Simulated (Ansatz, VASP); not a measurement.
**TaN: VASP beside Ansatz**

POSCAR

```
TaN
1.0
    0.0000000000      2.1790000000      2.1790000000
    2.1790000000      0.0000000000      2.1790000000
    2.1790000000      2.1790000000      0.0000000000
Ta N
1 1
Direct
    0.4770536944      0.4770536944      0.5229463056
    0.0000000000      0.0000000000      0.0000000000
```

Contents of INCAR.step1:

```
PREC = Accurate
ENCUT = 520
ISMEAR = 0
SIGMA = 0.15
LREAL = False
LASPH = True
NELM = 60
NBANDS = 15
GGA = PE
ALGO = Normal
EDIFF = 1E-4
LWAVE = True
LCHARG = False
```

INCAR.step2

```
PREC = Accurate
ENCUT = 520
EDIFF = 1E-6
ISMEAR = 0
SIGMA = 0.15
LREAL = False
LASPH = True
NELM = 60
ALGO = Normal
ISIF = 2
LWAVE = False
LCHARG = False
METAGGA = R2SCAN
LMIXTAU = True
NBANDS = 15
ISTART = 1
```

Contents of KPOINTS:

```
regular mesh
0
Gamma
  18 18 18
```

Input for Ansatz:

```yaml
crystal:
  lattice:
    - [0.0, 2.179, 2.179]
    - [2.179, 0.0, 2.179]
    - [2.179, 2.179, 0.0]
  atoms:
    - { symbol: Ta, position: [0.4770536944, 0.4770536944, 0.5229463056] }
    - { symbol: "N", position: [0.0, 0.0, 0.0] }
basis:
  ecutwfc: 500
kpoints:
  mp_grid: { grid: [18, 18, 18] }
hamiltonian:
  xc: r2scan
scf:
  occupations: { method: gaussian, width: 0.15 }
output:
  forces: true
  stress: true
  eigenvalues: true
```

Change from the starting cell: all Ta atoms moved -0.100 Å, as atom 1 along Cartesian [0 0 1].

Alike in both runs: task single point; functional r2SCAN; k mesh 18 × 18 × 18; occupations gaussian, width 0.15 eV; no spin polarisation.

|  | VASP | Ansatz |
| --- | --- | --- |
| version | VASP 6.6.1 | Ansatz 0.2.0 |
| potentials or method | VASP PAW PBE potentials, release 64 (Ta_pv, N), cutoff 520 eV | scalar-relativistic, plane waves, PAW |
| valence electrons in the cell | 16 | 18 |

|  | VASP | Ansatz | Ansatz less VASP |
| --- | --- | --- | --- |
| gap on the k mesh at the Fermi level (eV) | none | none | - |
| pressure (GPa) | 13.7 | 11.6 | -2.17 |
| traceless stress, the component that is largest in VASP (GPa) | 3.63 | 3.53 | -0.103 |
| rms of the force components (eV/Å) | 0.536 | 0.547 | +0.0111 |

VASP's potentials were made for PBE, not for r2SCAN. Atom by atom the forces differ by 0.011 eV/Å (rms over components). A gap of «none» marks a metal or a gap that the smearing closes. VASP's potentials hold 16 valence electrons a cell and Ansatz's 18, so a difference there can come from the potentials and not from the codes.

Neither program's run includes spin-orbit coupling.
